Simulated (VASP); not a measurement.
Runs of VASP 6.6.1 on ZrIn. The structure is that of space group P4/mmm (No. 123), or close to it. The cells are those of the table. 

| cell | gap on the mesh (eV) | pressure (GPa) |
| --- | --- | --- |
| a = 3.087, b = 3.087, c = 4.379 Å, 2 atoms | none | -1.0 |
| a = 3.212, b = 3.212, c = 4.556 Å, 2 atoms | none | (a) |
| a = 3.151, b = 3.151, c = 4.469 Å, 2 atoms | none | -6.7 |
| a = 3.120, b = 3.120, c = 4.424 Å, 2 atoms | none | -4.1 |
| a = 3.182, b = 3.182, c = 4.513 Å, 2 atoms | none | (b) |

Alike in all rows: task single point; level LDA; potentials or basis VASP PAW LDA potentials, release 64 (Zr_sv, In_d); no spin polarisation; k mesh 7 × 7 × 5; cutoff (eV) 520; smearing methfessel-paxton 0.1 eV.

Estimate the missing entries.

(a) -10.8; (b) -8.9.

Caveats: spin-orbit coupling is left out, which moves the levels of the heavy elements.

A k mesh can miss the band edges, and the runs leave out spin-orbit coupling on In, Zr.

A gap of «none» marks levels without a gap at the run's occupations.
